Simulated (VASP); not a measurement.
# Cd2As (Fm-3m) in VASP: notebook

Cd2As is run at these levels: PBE; tasks: single point.

Everything below comes from runs of VASP 6.6.1. Logs are shortened: lines on timing, memory, paths and dates and some standing lists are left out, and cuts for length are marked.

## 1. The cell of the first run

Symmetry: Fm-3m, No. 225, cubic system. The conventional cell has a = 6.450 Å, b = 6.450 Å, c = 6.450 Å, α = 90.00°, β = 90.00°, γ = 90.00°. Cd (site symmetry -43m) has 4 As at 2.79 Å and 6 Cd at 3.22 Å within 3.7 Å. As (site symmetry m-3m) has 8 Cd at 2.79 Å within 3.7 Å.

## 2. Single point, PBE

The input, INCAR:

```
SYSTEM = Cd2As
ALGO = Normal ; EDIFF = 1E-6
ENCUT = 520 ; GGA = PE
ISIF = 2 ; ISMEAR = 0
LASPH = .TRUE. ; LCHARG = .FALSE.
LREAL = .FALSE. ; LWAVE = .FALSE.
NBANDS = 22 ; NELM = 60
PREC = Accurate ; SIGMA = 0.1
```

The input, KPOINTS:

```
k-points
0
G
  6 6 6
  0 0 0
```

The input, POSCAR:

```
Cd2As
1.0
    0.0000000000      3.2248227318      3.2248227318
    3.2248227318      0.0000000000      3.2248227318
    3.2248227318      3.2248227318      0.0000000000
Cd As
2 1
Direct
    0.2500000000      0.2500000000      0.2500000000
    0.7500000000      0.7500000000      0.7500000000
    0.0000000000      0.0000000000      0.0000000000
```

Potentials or basis: VASP PAW PBE potentials, release 64 (Cd, As).

On the command line:

```console
> cat potpaw_PBE.64/Cd/POTCAR potpaw_PBE.64/As/POTCAR > POTCAR
> mpirun -np 1 vasp_std > vasp.out
```

OUTCAR:

```text
SYSTEM = Cd2As
   EDIFF = 1E-6
   ENCUT = 520
   GGA = PE
   ISIF = 2
   ISMEAR = 0
   LASPH = .TRUE.
   LREAL = .FALSE.
   NELM = 60
   PREC = Accurate

 ion  position               nearest neighbor table
   1  0.250  0.250  0.250-   3 2.79   3 2.79   3 2.79   3 2.79   2 3.22   2 3.22   2 3.22   2 3.22
                             2 3.22   2 3.22
   2  0.750  0.750  0.750-   3 2.79   3 2.79   3 2.79   3 2.79   1 3.22   1 3.22   1 3.22   1 3.22
                             1 3.22   1 3.22
   3  0.000  0.000  0.000-   2 2.79   2 2.79   2 2.79   1 2.79   2 2.79   1 2.79   1 2.79   1 2.79

  LATTYP: Found a face centered cubic cell.
 ALAT       =     6.4496454636

  Lattice vectors:

 A1 = (   0.0000000000,   3.2248227318,   3.2248227318)
 A2 = (   3.2248227318,   0.0000000000,   3.2248227318)
 A3 = (   3.2248227318,   3.2248227318,   0.0000000000)

Analysis of symmetry for initial positions (statically):
=====================================================================
 Subroutine PRICEL returns:
 Original cell was already a primitive cell.

 Routine SETGRP: Setting up the symmetry group for a
 face centered cubic supercell.

 Subroutine GETGRP returns: Found 48 space group operations
 (whereof 48 operations were pure point group operations)
 out of a pool of 48 trial point group operations.

The static configuration has the point symmetry O_h .

Analysis of symmetry for dynamics (positions and initial velocities):
=====================================================================
 Subroutine PRICEL returns:
 Original cell was already a primitive cell.

 Routine SETGRP: Setting up the symmetry group for a
 face centered cubic supercell.

 Subroutine GETGRP returns: Found 48 space group operations
 (whereof 48 operations were pure point group operations)
 out of a pool of 48 trial point group operations.

The dynamic configuration has the point symmetry O_h .

 Subroutine INISYM returns: Found 48 space group operations
 (whereof 48 operations are pure point group operations),
 and found     1 'primitive' translations

----------------------------------------------------------------------------------------

                                     Primitive cell

  volume of cell :      67.0730

  direct lattice vectors                    reciprocal lattice vectors
     0.000000000  3.224822732  3.224822732    -0.155047282  0.155047282  0.155047282
     3.224822732  0.000000000  3.224822732     0.155047282 -0.155047282  0.155047282
     3.224822732  3.224822732  0.000000000     0.155047282  0.155047282 -0.155047282
[... 77 lines left out ...]
   EDIFF  = 0.1E-05   stopping-criterion for ELM
   LREAL  =      F    real-space projection
   EDIFFG = 0.1E-04   stopping-criterion for IOM
   NSW    =      0    number of steps for IOM
   IBRION =     -1    ionic relax: 0-MD 1-quasi-New 2-CG
   NFREE  =      0    steps in history (QN), initial steepest desc. (CG)
   ISIF   =      2    stress and relaxation
   ISYM   =      2    0-nonsym 1-usesym 2-fastsym
   POTIM  = 0.5000    time-step for ionic-motion
   TEBEG  =    0.0;   TEEND  =   0.0 temperature during run
   PSTRESS=    0.0 pullay stress
   NELECT =      29.0000    total number of electrons
   NUPDOWN=      -1.0000    fix difference up-down
   EMIN   =  10.00;   EMAX   =-10.00  energy-range for DOS
   EFERMI =   0.00;   METHOD = LEGACY
   ISMEAR =     0;   SIGMA  =   0.10  broadening in eV -4-tet -1-fermi 0-gaus
   EFERMI_NEDOS =   21; number of points for ismear=-14 and -15
   IALGO  =     38    algorithm
   IMIX   =      4    mixing-type and parameters
     AMIX     =   0.40;   BMIX     =  1.00
     AMIX_MAG =   1.60;   BMIX_MAG =  1.00
  volume/ion in A,a.u.               =      22.36       150.88
  Fermi-wavevector in a.u.,A,eV,Ry     =   1.237917  2.339325 20.850104  1.532439
  Thomas-Fermi vector in A             =   2.372464
   LORBIT       =      0    0 simple, 1 ext, 2 COOP (PROOUT), +10 PAW based schemes
   GGA     = PE    functional components
   LHFCALC =     F    Hartree Fock is set to
   AEXX    =    0.0000 exact exchange contribution
   IVDW    =     0    specifies the selected vdW correction
   LEPSILON=     F    determine dielectric tensor
   LRPA    =     F    only Hartree local field effects (RPA)
 non-spin polarized calculation
 Gauss-broadening in eV      SIGMA  =   0.10
  energy-cutoff  :      520.00
  volume of cell :       67.07
 maximum number of plane-waves:      1821
 NGX is ok and might be reduce to    36
   NGX = 17   NGY = 17   NGZ = 17

 number of electron      28.9999988 magnetization

 Free energy of the ion-electron system (eV)
  ---------------------------------------------------
  ext. energy  EPLUGINS =         0.00000000
  ---------------------------------------------------
  free energy    TOTEN  =        -5.84373247 eV

  energy without entropy =       -5.83017083  energy(sigma->0) =       -5.83695165

 E-fermi :   3.6709     XC(G=0): -10.3470

 val. band max:        3.6333284937   @ k =  -0.3333   0.3333   0.0000
 cond. band min:       3.7068665417   @ k =  -0.1667   0.1667   0.0000
 fundamental gap:      0.0735380481
 Fermi energy:         3.6709120129

 k-point     1 :       0.0000    0.0000    0.0000
  band No.  band energies     occupation
      1      -8.9163      2.00000
      2      -6.0237      2.00000
      3      -6.0237      2.00000
      4      -6.0237      2.00000
      5      -5.9815      2.00000
      6      -5.9815      2.00000
[... 389 lines left out ...]
     21      12.4110      0.00000
     22      13.0689      0.00000

------------------------ aborting loop because EDIFF is reached ----------------------------------------

  FORCE on cell =-STRESS in cart. coord.  units (eV):
  Direction    XX          YY          ZZ          XY          YZ          ZX
  --------------------------------------------------------------------------------------
  -------------------------------------------------------------------------------------
  Total        3.5642253      3.5642253      3.5642253      0.0000000      0.0000000     -0.0000000
  in kB       85.1389314     85.1389314     85.1389314      0.0000000      0.0000000     -0.0000000
  external PRESSURE =      85.1389314 kB  Pullay stress =       0.0000000 kB

 VOLUME and BASIS-vectors are now :
 -----------------------------------------------------------------------------
  energy-cutoff  :      520.00
  volume of cell :       67.07
      direct lattice vectors                 reciprocal lattice vectors
     0.000000000  3.224822732  3.224822732    -0.155047282  0.155047282  0.155047282
     3.224822732  0.000000000  3.224822732     0.155047282 -0.155047282  0.155047282
     3.224822732  3.224822732  0.000000000     0.155047282  0.155047282 -0.155047282

 POSITION                                       TOTAL-FORCE (eV/Angst)
 -----------------------------------------------------------------------------------
      1.61241      1.61241      1.61241         0.000000      0.000000      0.000000
      4.83723      4.83723      4.83723        -0.000000     -0.000000     -0.000000
      0.00000      0.00000      0.00000        -0.000000     -0.000000     -0.000000
 -----------------------------------------------------------------------------------
    total drift:                                0.000000      0.000000      0.000000

  FREE ENERGIE OF THE ION-ELECTRON SYSTEM (eV)
  ---------------------------------------------------
  free  energy   TOTEN  =        -5.8437324745 eV

  energy  without entropy=       -5.8301708261  energy(sigma->0) =       -5.83695165
```

OSZICAR:

```text
N       E                     dE             d eps       ncg     rms          rms(c)
DAV:   1     0.194018840197E+03    0.19402E+03   -0.14490E+04   704   0.124E+03
DAV:   2    -0.604164548622E-01   -0.19408E+03   -0.18577E+03   764   0.321E+02
DAV:   3    -0.627492222299E+01   -0.62145E+01   -0.61882E+01   830   0.604E+01
DAV:   4    -0.629675082371E+01   -0.21829E-01   -0.21826E-01   740   0.352E+00
DAV:   5    -0.629684340353E+01   -0.92580E-04   -0.92580E-04   854   0.208E-01    0.691E+00
DAV:   6    -0.585929062072E+01    0.43755E+00   -0.88487E-01   854   0.953E+00    0.546E+00
DAV:   7    -0.584536982408E+01    0.13921E-01   -0.18782E-01   770   0.224E+00    0.257E+00
DAV:   8    -0.584391980642E+01    0.14500E-02   -0.13854E-02   752   0.133E+00    0.246E-01
DAV:   9    -0.584368379906E+01    0.23601E-03   -0.18181E-03   800   0.485E-01    0.391E-02
DAV:  10    -0.584371353707E+01   -0.29738E-04   -0.13157E-04   812   0.104E-01    0.316E-02
DAV:  11    -0.584373438158E+01   -0.20845E-04   -0.58232E-05   778   0.491E-02    0.147E-02
DAV:  12    -0.584373210414E+01    0.22774E-05   -0.86859E-06   768   0.252E-02    0.363E-03
DAV:  13    -0.584373247455E+01   -0.37041E-06   -0.35947E-06   776   0.711E-03
   1 F= -.58437325E+01 E0= -.58369517E+01  d E =-.135616E-01
```

Run time: 18 s. Hardware: 1 thread of AMD EPYC 9R45 (Zen 5), shared host; peak memory 0.17 GiB.

What came out:

```yaml
Free_energy: -5.8437 eV
Pressure: 8.5 GPa
Band_gap_on_the_k_mesh: zero (an odd number of electrons rules out a gap without spin polarisation)
```

Caveat: the cell stands under pressure.

## 3. Single point, PBE

This run uses another cell than the first one, of 25.52 Å³/atom.

The input, INCAR:

```
SYSTEM = Cd2As
PREC = Accurate
ENCUT = 520
EDIFF = 1E-6
ISMEAR = 0
SIGMA = 0.1
LREAL = .FALSE.
LASPH = .TRUE.
NELM = 80
ALGO = Fast
ISIF = 2
LWAVE = .FALSE.
LCHARG = .TRUE.
GGA = PE
LELF = .TRUE.
LVHAR = .TRUE.
NBANDS = 22
```

The input, KPOINTS:

```
Automatic mesh
0
G
  6 6 6
  0 0 0
```

The input, POSCAR:

```
Cd2As
1.0
    0.0000000000      3.3701608122      3.3701608122
    3.3701608122      0.0000000000      3.3701608122
    3.3701608122      3.3701608122      0.0000000000
Cd As
2 1
Direct
    0.2500000000      0.2500000000      0.2500000000
    0.7500000000      0.7500000000      0.7500000000
    0.0000000000      0.0000000000      0.0000000000
```

Potentials or basis: VASP PAW PBE potentials, release 64 (Cd, As).

On the command line:

```console
> cat potpaw_PBE.64/Cd/POTCAR potpaw_PBE.64/As/POTCAR > POTCAR
> mpirun -np 1 vasp_std > vasp.out
```

Run time: 18 s. Hardware: 1 thread of AMD EPYC 9R45 (Zen 5), shared host; peak memory 0.17 GiB.

Results (log left out):

| Quantity | Value |
| --- | --- |
| Free energy | -6.0686 eV |
| Pressure | 0.1 GPa |
| Band gap on the k mesh | zero (an odd number of electrons rules out a gap without spin polarisation) |

Levels at points of the mesh, in eV from the Fermi level:
```csv
k point,band 11,band 12,band 13,band 14,band 15,band 16,band 17,band 18,band 19,band 20
"(0.00, 0.00, 0.00)",-8.31,-2.44,-0.77,-0.77,-0.77,1.96,1.96,1.96,2.58,6.86
"(0.50, 0.00, 0.00)",-8.28,-5.73,-1.71,-1.57,-1.57,2.80,2.80,4.20,4.65,7.48
"(0.50, 0.50, 0.00)",-8.33,-5.25,-2.97,-2.97,-1.01,0.32,4.67,6.36,6.36,7.93
```
